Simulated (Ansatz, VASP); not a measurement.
Pb3O2 in VASP and in Ansatz

The input INCAR:

```
PREC = Accurate ; ENCUT = 600
EDIFF = 1E-6 ; ISMEAR = 0
SIGMA = 0.1 ; LREAL = F
LASPH = T ; NELM = 60
ALGO = Normal ; ISIF = 3
LWAVE = F ; LCHARG = F
GGA = PE ; IBRION = 2
NSW = 90 ; EDIFFG = -0.04
```

KPOINTS

```
regular mesh
0
Gamma
  3 3 6
```

POSCAR

```
Pb3O2
1.0
    6.7298707514      0.0000000000      0.0000000000
   -3.3649353757      5.8282390349      0.0000000000
    0.0000000000      0.0000000000      3.5868994568
Pb O
3 2
Direct
    0.5000000000      0.0000000000      0.8137463879
    0.0000000000      0.5000000000      0.8137463879
    0.5000000000      0.5000000000      0.8137463879
    0.6666666667      0.3333333333      0.3911795058
    0.3333333333      0.6666666667      0.3911795058
```

Input for Ansatz:

```yaml
crystal:
  lattice:
    - [6.7298707514, 0.0, 0.0]
    - [-3.3649353757, 5.8282390349, 0.0]
    - [0.0, 0.0, 3.5868994568]
  atoms:
    - { symbol: Pb, position: [0.5, 0.0, 0.8137463879] }
    - { symbol: Pb, position: [0.0, 0.5, 0.8137463879] }
    - { symbol: Pb, position: [0.5, 0.5, 0.8137463879] }
    - { symbol: O, position: [0.6666666667, 0.3333333333, 0.3911795058] }
    - { symbol: O, position: [0.3333333333, 0.6666666667, 0.3911795058] }
basis:
  ecutwfc: 420
kpoints:
  mp_grid: { grid: [3, 3, 6] }
hamiltonian:
  xc: pbe
scf:
  occupations: { method: gaussian, width: 0.1 }
  lower_state_search: "off"
output:
  forces: true
  stress: true
  eigenvalues: true
relax:
  adjacent_minimum: "off"
  f_tol: 0.04
  max_steps: 70
  cell: { stress_tol: 0.4 }
```

Alike in both runs: task relaxation of cell and atoms; functional PBE; k mesh 3 × 3 × 6; occupations gaussian, width 0.1 eV; no spin polarisation.

```csv
,VASP,Ansatz
version,VASP 6.6.1,Ansatz 0.2.0
potentials or method,"VASP PAW PBE potentials, release 64 (Pb_d, O), cutoff 600 eV","scalar-relativistic, plane waves, PAW"
valence electrons in the cell,54,54
```

|  | VASP | Ansatz | Ansatz less VASP |
| --- | --- | --- | --- |
| gap on the k mesh at the Fermi level, each at its own relaxed structure (eV) | none | none | - |
| relaxed volume (Å³/atom) | 28.14 | 28.14 | 0.000 |
| relaxed cell length with the largest relative difference (Å) | 3.587 | 3.587 | 0.0000 |

A gap of «none» marks a metal or a gap that the smearing closes.

Neither program's run includes spin-orbit coupling. Noted on VASP's run: the relaxation stopped at its first step, so nothing moved.
